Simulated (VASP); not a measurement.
# Cr (P6_3/mmc) in VASP: single point with PBE

Aim: the single point of Cr with PBE.

Everything below comes from runs of VASP 6.6.1. Logs are shortened: lines on timing, memory, paths and dates and some standing lists are left out, and cuts for length are marked.

### Step 1. The cell of the first run

Symmetry: P6_3/mmc, No. 194, hexagonal system. The conventional cell has a = 2.485 Å, b = 2.485 Å, c = 4.456 Å, α = 90.00°, β = 90.00°, γ = 120.00°. Within 3.3 Å of Cr (site symmetry -6m2) lie 12 Cr at 2.49 to 2.65 Å.

### Step 2. Single point, PBE, collinear spin, ferromagnetic start

INCAR reads:

```
PREC = Accurate ; ENCUT = 520
EDIFF = 1E-6 ; ISMEAR = -1
SIGMA = 0.05 ; LREAL = False
LASPH = True ; NELM = 150
ALGO = Normal ; ISIF = 2
LWAVE = False ; LCHARG = False
ISPIN = 2 ; MAGMOM = 3 3
LORBIT = 11 ; LMAXMIX = 4
GGA = PE ; NBANDS = 23
```

KPOINTS reads:

```
regular mesh
0
Gamma
  17 17 9
```

POSCAR reads:

```
Cr
1.0
    2.4853038174      0.0000000000      0.0000000000
   -1.2426519087      2.1523362420      0.0000000000
    0.0000000000      0.0000000000      4.4556382136
Cr
2
Direct
    0.3333333333      0.6666666667      0.2500000000
    0.6666666667      0.3333333333      0.7500000000
```

Potentials or basis: VASP PAW PBE potentials, release 64 (Cr_pv).

Started as:

```
cat potpaw_PBE.64/Cr_pv/POTCAR > POTCAR
mpirun -np 1 vasp_std > vasp.out
```

OUTCAR:

```text
PREC = Accurate
   ENCUT = 520
   EDIFF = 1E-6
   ISMEAR = -1
   LREAL = False
   LASPH = True
   NELM = 150
   ISIF = 2
   ISPIN = 2
   LORBIT = 11
   GGA = PE

 ion  position               nearest neighbor table
   1  0.333  0.667  0.250-   2 2.65   2 2.65   2 2.65   2 2.65   2 2.65   2 2.65
   2  0.667  0.333  0.750-   1 2.65   1 2.65   1 2.65   1 2.65   1 2.65   1 2.65

  LATTYP: Found a hexagonal cell.
 ALAT       =     2.4853038174
 C/A-ratio  =     1.7927941777

  Lattice vectors:

 A1 = (   2.4853038174,   0.0000000000,   0.0000000000)
 A2 = (  -1.2426519087,   2.1523362420,   0.0000000000)
 A3 = (   0.0000000000,   0.0000000000,   4.4556382136)

Analysis of symmetry for initial positions (statically):
=====================================================================
 Subroutine PRICEL returns:
 Original cell was already a primitive cell.

 Routine SETGRP: Setting up the symmetry group for a
 hexagonal supercell.

 Subroutine GETGRP returns: Found 24 space group operations
 (whereof 12 operations were pure point group operations)
 out of a pool of 24 trial point group operations.

The static configuration has the point symmetry D_3d.
 The point group associated with its full space group is D_6h.

Analysis of symmetry for dynamics (positions and initial velocities):
=====================================================================
 Subroutine PRICEL returns:
 Original cell was already a primitive cell.

 Routine SETGRP: Setting up the symmetry group for a
 hexagonal supercell.

 Subroutine GETGRP returns: Found 24 space group operations
 (whereof 12 operations were pure point group operations)
 out of a pool of 24 trial point group operations.

The dynamic configuration has the point symmetry D_3d.
 The point group associated with its full space group is D_6h.

Analysis of structural, dynamic, and magnetic symmetry:
=====================================================================
 Subroutine PRICEL returns:
 Original cell was already a primitive cell.

 Routine SETGRP: Setting up the symmetry group for a
 hexagonal supercell.

 Subroutine GETGRP returns: Found 24 space group operations
 (whereof 12 operations were pure point group operations)
 out of a pool of 24 trial point group operations.

The overall configuration has the point symmetry D_3d.
 The point group associated with its full space group is D_6h.
[... 111 lines left out ...]
   NUPDOWN=      -1.0000    fix difference up-down
   EMIN   =  10.00;   EMAX   =-10.00  energy-range for DOS
   EFERMI =   0.00;   METHOD = LEGACY
   ISMEAR =    -1;   SIGMA  =   0.05  broadening in eV -4-tet -1-fermi 0-gaus
   EFERMI_NEDOS =   21; number of points for ismear=-14 and -15
   IALGO  =     38    algorithm
   IMIX   =      4    mixing-type and parameters
     AMIX     =   0.40;   BMIX     =  1.00
     AMIX_MAG =   1.60;   BMIX_MAG =  1.00
  volume/ion in A,a.u.               =      11.92        80.42
  Fermi-wavevector in a.u.,A,eV,Ry     =   1.640887  3.100827 36.633835  2.692511
  Thomas-Fermi vector in A             =   2.731450
   LORBIT       =     11    0 simple, 1 ext, 2 COOP (PROOUT), +10 PAW based schemes
   GGA     = PE    functional components
   LHFCALC =     F    Hartree Fock is set to
   AEXX    =    0.0000 exact exchange contribution
   IVDW    =     0    specifies the selected vdW correction
   LEPSILON=     F    determine dielectric tensor
   LRPA    =     F    only Hartree local field effects (RPA)
 spin polarized calculation
  energy-cutoff  :      520.00
  volume of cell :       23.83
 maximum number of plane-waves:       665
   NGX =  9   NGY =  9   NGZ = 17

 number of electron      23.9999997 magnetization       0.0623674

 number of electron      23.9999997 magnetization      -0.0000851

 Free energy of the ion-electron system (eV)
  ---------------------------------------------------
  ext. energy  EPLUGINS =         0.00000000
  ---------------------------------------------------
  free energy    TOTEN  =       -18.23785176 eV

  energy without entropy =      -18.21259143  energy(sigma->0) =      -18.22522159

 E-fermi :  10.3774     XC(G=0): -13.4701

 val. band max:       10.3750330241   @ k =   0.1176   0.0000   0.0000
 cond. band min:      10.3830377799   @ k =   0.2941   0.2941   0.0000
 fundamental gap:      0.0080047558
 Fermi energy:        10.3774041658

 spin component 1

 k-point     1 :       0.0000    0.0000    0.0000
  band No.  band energies     occupation
      1     -32.8816      1.00000
      2     -32.2223      1.00000
      3     -32.0538      1.00000
      4     -32.0538      1.00000
      5     -31.9913      1.00000
      6     -31.9913      1.00000
[... 613 lines left out ...]
     22      24.8949      0.00000
     23      25.4937      0.00000

 [... further k-points ...]

 spin component 2

 k-point     1 :       0.0000    0.0000    0.0000
  band No.  band energies     occupation
      1     -32.8817      1.00000
      2     -32.2224      1.00000
      3     -32.0540      1.00000
      4     -32.0540      1.00000
      5     -31.9914      1.00000
      6     -31.9914      1.00000
[... 613 lines left out ...]
     22      24.8949      0.00000
     23      25.4936      0.00000

 [... further k-points ...]
[... 5 lines left out ...]
  --------------------------------------------------------------------------------------
  -------------------------------------------------------------------------------------
  Total       -0.0795259     -0.0795259     -0.0573344      0.0000000      0.0000000     -0.0000000
  in kB       -5.3458840     -5.3458840     -3.8541297      0.0000000      0.0000000     -0.0000000
  external PRESSURE =      -4.8486326 kB  Pullay stress =       0.0000000 kB

 VOLUME and BASIS-vectors are now :
 -----------------------------------------------------------------------------
  energy-cutoff  :      520.00
  volume of cell :       23.83
      direct lattice vectors                 reciprocal lattice vectors
     2.485303817  0.000000000  0.000000000     0.402365294  0.232305711  0.000000000
    -1.242651909  2.152336242  0.000000000     0.000000000  0.464611421  0.000000000
     0.000000000  0.000000000  4.455638214     0.000000000  0.000000000  0.224434739

 POSITION                                       TOTAL-FORCE (eV/Angst)
 -----------------------------------------------------------------------------------
     -0.00000      1.43489      1.11391        -0.000000      0.000000      0.000000
      1.24265      0.71745      3.34173         0.000000     -0.000000      0.000000
 -----------------------------------------------------------------------------------
    total drift:                                0.000000     -0.000000      0.000000

  FREE ENERGIE OF THE ION-ELECTRON SYSTEM (eV)
  ---------------------------------------------------
  free  energy   TOTEN  =       -18.2378517593 eV

  energy  without entropy=      -18.2125914305  energy(sigma->0) =      -18.22522159

 total charge

# of ion       s       p       d       tot
------------------------------------------
    1        0.441   6.371   4.210  11.022
    2        0.441   6.371   4.210  11.022
--------------------------------------------------
tot          0.882  12.742   8.420  22.045

 magnetization (x)

# of ion       s       p       d       tot
------------------------------------------
    1       -0.000  -0.000  -0.000  -0.000
    2       -0.000  -0.000  -0.000  -0.000
--------------------------------------------------
tot         -0.000  -0.000  -0.000  -0.000
```

stdout:

```text
POSCAR found type information on POSCAR Cr
 POSCAR found :  1 types and       2 ions
 scaLAPACK will be used
 LDA part: xc-table for (Slater+PW92), standard interpolation
 POSCAR, INCAR and KPOINTS ok, starting setup
 FFT: planning ... GRIDC
 FFT: planning ... GRID_SOFT
 FFT: planning ... GRID
 WAVECAR not read
 entering main loop
```

Run time: 1.7 min. Hardware: 1 thread of Intel Xeon 6975P-C, shared host; peak memory 0.24 GiB.

What came out:

| Quantity | Value |
| --- | --- |
| Free energy | -18.2379 eV |
| Pressure | -0.5 GPa |
| Band gap on the k mesh | zero (filled and empty bands overlap) |
| Net moment | 0.00 μB per cell |
| Valence electrons inside the program's atomic spheres | Cr 11.02 |

Caveat: the starting moments collapsed, and a magnetic state may lie lower.
